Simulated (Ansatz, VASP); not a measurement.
**Ca in VASP and in Ansatz**

```
CELL_PARAMETERS angstrom
0.00000 2.73764 2.73764
2.73764 0.00000 2.73764
2.73764 2.73764 0.00000
ATOMIC_POSITIONS crystal
Ca 0.00000 0.00000 0.00000
```

Change from the starting cell: volume scaled by 0.9405, PAW files.

Alike in both runs: task electric field gradients; functional PBE; k mesh 11 × 11 × 11; occupations fermi-dirac, width 0.05 eV; no spin polarisation.

|  | VASP | Ansatz |
| --- | --- | --- |
| version | VASP 6.6.1 | Ansatz 0.2.0 |
| potentials or method | VASP PAW PBE potentials, release 64 (Ca_sv) | PAW with Ansatz's default frozen-core files, scalar-relativistic |
| plane-wave cutoff (eV) | 520 | 420 |
| valence electrons in the cell | 10 | 10 |

```csv
,VASP,Ansatz,Ansatz less VASP
pressure (GPa),0.5,0.5,-0.01
```
